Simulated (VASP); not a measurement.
## CdF2: single point with PBEsol

Crystal: CdF2.

```xyz
3
Lattice="0.0000 2.9512 2.3892 2.7358 0.0000 2.3892 2.7358 2.9512 0.0000" Properties=species:S:1:pos:R:3 pbc="T T T"
Cd    0.0000    0.0000    0.0000
F     1.3679    1.4756    1.1946
F     4.1037    4.4268    3.5838
```

This cell differs from its parent crystal: strain +e along x and -e along y -0.0400, strain +e along z and -e/2 along x and y -0.1125.

| Quantity | Value |
| --- | --- |
| Program | VASP 6.6.1 |
| Task | single point |
| Functional | PBEsol |
| Potentials or basis | VASP PAW PBE potentials, release 64 (Cd, F) |
| Cutoff | 520 eV |
| k mesh | 8 × 8 × 8 |
| Occupations | gaussian, width 0.05 eV |
| Spin | no spin polarisation |
| Dipole correction | no |
| Further INCAR settings | ALGO = Normal; EDIFF = 1e-06; NBANDS = 20 |

The pressure is 1.9 GPa and the band gap on the k mesh is 2.00 eV (least direct gap 2.40 eV).

Stress tensor (GPa, compression positive):
```
-1.14  0.00  0.00
 0.00 -9.57  0.00
 0.00  0.00 16.48
```

Levels at points of the mesh, in eV from the valence-band top:
```tsv
k point	band 11	band 12	band 13	band 14	band 15	band 16
(0.00, 0.00, 0.00)	-1.05	-0.90	-0.41	2.00	11.83	12.11
(0.50, 0.00, 0.00)	-2.15	-1.08	-0.97	6.29	7.91	13.17
(0.50, 0.50, 0.00)	-0.83	-0.66	-0.17	6.59	8.71	11.51
(0.50, 0.00, 0.50)	-1.45	-0.78	-0.03	7.04	8.96	11.43
(0.00, 0.50, 0.50)	-1.07	-0.91	0.00	7.32	8.35	11.07
```

It took 2.4 min on 1 thread of Oxide Virtual Turin-like Processor (shared host), peak memory 0.17 GiB.

Caveat: the cell differs from its parent crystal (strain +e along x and -e along y -0.0400, strain +e along z and -e/2 along x and y -0.1125); the stress differs along the axes, from -10 to 16 GPa; the PAW data sets were made with another functional, which shifts forces and pressure a little. A k mesh can miss the band edges.
